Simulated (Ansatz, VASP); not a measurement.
## One calculation of Ca, two programs

```
Ca
1.0
     0.00000    2.76271    2.76271
     2.76271    0.00000    2.76271
     2.76271    2.76271    0.00000
Ca
1
Cartesian
  0.0000 0.0000 0.0000
```

Alike in both runs: task single point; functional PBE; k mesh 10 × 10 × 10; occupations methfessel-paxton of order 1, width 0.1 eV; no spin polarisation.

```csv
,VASP,Ansatz
version,VASP 6.6.1,Ansatz 0.2.0
potentials or method,"VASP PAW PBE potentials, release 64 (Ca_sv), cutoff 520 eV","plane waves (420 eV) with PAW, scalar-relativistic"
valence electrons in the cell,10,10
```

|  | VASP | Ansatz | Ansatz less VASP |
| --- | --- | --- | --- |
| pressure (GPa) | 0.0 | 0.0 | 0.00 |
